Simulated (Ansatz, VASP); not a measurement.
# One calculation of Sr, two programs

The input POSCAR:

```
Sr
1.0
    4.2453502174      0.0000000000      0.0000000000
   -2.1226751087      3.6765811362      0.0000000000
    0.0000000000      0.0000000000      6.8385000000
Sr
2
Direct
    0.3333333333      0.6666666667      0.2500000000
    0.6666666667      0.3333333333      0.7500000000
```

The input INCAR.step1:

```
SYSTEM = Sr
PREC = Accurate
ENCUT = 520
ISMEAR = 0
SIGMA = 0.15
LREAL = .False.
LASPH = .True.
NELM = 80
NBANDS = 17
GGA = PE
ALGO = Normal
EDIFF = 1E-4
LWAVE = .True.
LCHARG = .False.
```

Contents of INCAR.step2:

```
SYSTEM = Sr
PREC = Accurate
ENCUT = 520
EDIFF = 1E-6
ISMEAR = 0
SIGMA = 0.15
LREAL = .False.
LASPH = .True.
NELM = 80
ALGO = Normal
ISIF = 2
LWAVE = .False.
LCHARG = .False.
METAGGA = R2SCAN
LMIXTAU = .True.
NBANDS = 17
ISTART = 1
```

Contents of KPOINTS:

```
Automatic mesh
0
Gamma
  12 12 8
  0 0 0
```

Input for Ansatz:

```yaml
crystal:
  lattice:
    - [4.2453502174, 0.0, 0.0]
    - [-2.1226751087, 3.6765811362, 0.0]
    - [0.0, 0.0, 6.8385]
  atoms:
    - { symbol: Sr, position: [0.3333333333, 0.6666666667, 0.25] }
    - { symbol: Sr, position: [0.6666666667, 0.3333333333, 0.75] }
basis:
  ecutwfc: 500
kpoints:
  mp_grid: { grid: [12, 12, 8] }
hamiltonian:
  xc: r2scan
scf:
  occupations: { method: gaussian, width: 0.15 }
output:
  forces: true
  stress: true
  eigenvalues: true
```

Change from the starting cell: strain -0.015 along x and y, -0.030 along z, atoms carried along.

Alike in both runs: task single point; functional r2SCAN; k mesh 12 × 12 × 8; occupations gaussian, width 0.15 eV; no spin polarisation.

|  | VASP | Ansatz |
| --- | --- | --- |
| version | VASP 6.6.1 | Ansatz 0.2.0 |
| potentials or method | VASP PAW PBE potentials, release 64 (Sr_sv), cutoff 520 eV | scalar-relativistic, plane waves, PAW |
| valence electrons in the cell | 20 | 20 |

```tsv
	VASP	Ansatz	Ansatz less VASP
gap on the k mesh at the Fermi level (eV)	none	none	-
pressure (GPa)	0.9	0.9	-0.02
traceless stress, the component that is largest in VASP (GPa)	0.41	0.41	-0.001
```

VASP's potentials were made for PBE, not for r2SCAN. A gap of «none» marks a metal or a gap that the smearing closes. With one functional, cell and mesh, what is left measures potentials, basis and numerics.
